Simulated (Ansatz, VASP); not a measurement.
One calculation of NaH, two programs

INCAR

```
SYSTEM = NaH
PREC     = Accurate       ! precision mode
ENCUT    = 520            ! plane-wave cutoff, eV
EDIFF    = 1E-6           ! SCF threshold, eV
ISMEAR   = -1             ! smearing method
SIGMA    = 0.02           ! smearing width, eV
LREAL    = .FALSE.        ! projectors in reciprocal space
LASPH    = .TRUE.         ! aspherical terms in the spheres
NELM     = 100            ! most SCF steps
ALGO     = Normal         ! electronic algorithm
ISIF     = 2              ! what is computed and relaxed
LWAVE    = .FALSE.        ! write WAVECAR
LCHARG   = .FALSE.        ! write CHGCAR
GGA      = PE             ! functional
NBANDS   = 16             ! bands
```

File KPOINTS:

```
Automatic mesh
0
G
  12 12 4
  0 0 0
```

File POSCAR:

```
NaH
1.0
    3.3191587698      0.0000000000      0.0000000000
   -1.6595793849      2.8744758138      0.0000000000
    0.0000000000      0.0000000000      5.8309537900
Na H
2 2
Direct
    0.0000000000      0.0000000000      0.0000000000
    0.0000000000      0.0000000000      0.5000000000
    0.3333333333      0.6666666667      0.2500000000
    0.6666666667      0.3333333333      0.7500000000
```

Input for Ansatz:

```yaml
crystal:
  lattice:
    - [3.3191587698, 0.0, 0.0]
    - [-1.6595793849, 2.8744758138, 0.0]
    - [0.0, 0.0, 5.83095379]
  atoms:
    - { symbol: Na, position: [0.0, 0.0, 0.0] }
    - { symbol: Na, position: [0.0, 0.0, 0.5] }
    - { symbol: H, position: [0.3333333333, 0.6666666667, 0.25] }
    - { symbol: H, position: [0.6666666667, 0.3333333333, 0.75] }
kpoints:
  mp_grid: { grid: [12, 12, 4] }
  band_path:
    path:
      - [[0.0, 0.0, 0.0], [0.5, 0.0, 0.0], [0.333333333333, 0.333333333333, 0.0], [0.0, 0.0, 0.0], [0.0, 0.0, 0.5], [0.5, 0.0, 0.5], [0.333333333333, 0.333333333333, 0.5], [0.0, 0.0, 0.5]]
      - [[0.5, 0.0, 0.5], [0.5, 0.0, 0.0]]
      - [[0.333333333333, 0.333333333333, 0.5], [0.333333333333, 0.333333333333, 0.0]]
    npoints: 10
hamiltonian:
  xc: pbe
scf:
  occupations: { method: fermi_dirac, width: 0.02 }
  n_extra_bands: 5
output:
  forces: true
  stress: true
  eigenvalues: true
```

Alike in both runs: task single point; functional PBE; k mesh 12 × 12 × 4; occupations fermi-dirac, width 0.02 eV; no spin polarisation.

```csv
,VASP,Ansatz
version,VASP 6.6.1,Ansatz 0.2.0
potentials or method,"VASP PAW PBE potentials, release 64 (Na_pv, H)","plane waves, PAW"
plane-wave cutoff (eV),520,420
valence electrons in the cell,16,20
```

```csv
,VASP,Ansatz,Ansatz less VASP
gap on the k mesh at the Fermi level (eV),3.40,3.40,+0.002
pressure (GPa),0.6,0.6,+0.03
"traceless stress, the component that is largest in VASP (GPa)",0.15,0.14,-0.006
```

With one functional, cell and mesh, what is left measures potentials, basis and numerics. VASP's potentials hold 16 valence electrons a cell and Ansatz's 20, so a difference there can come from the potentials and not from the codes.
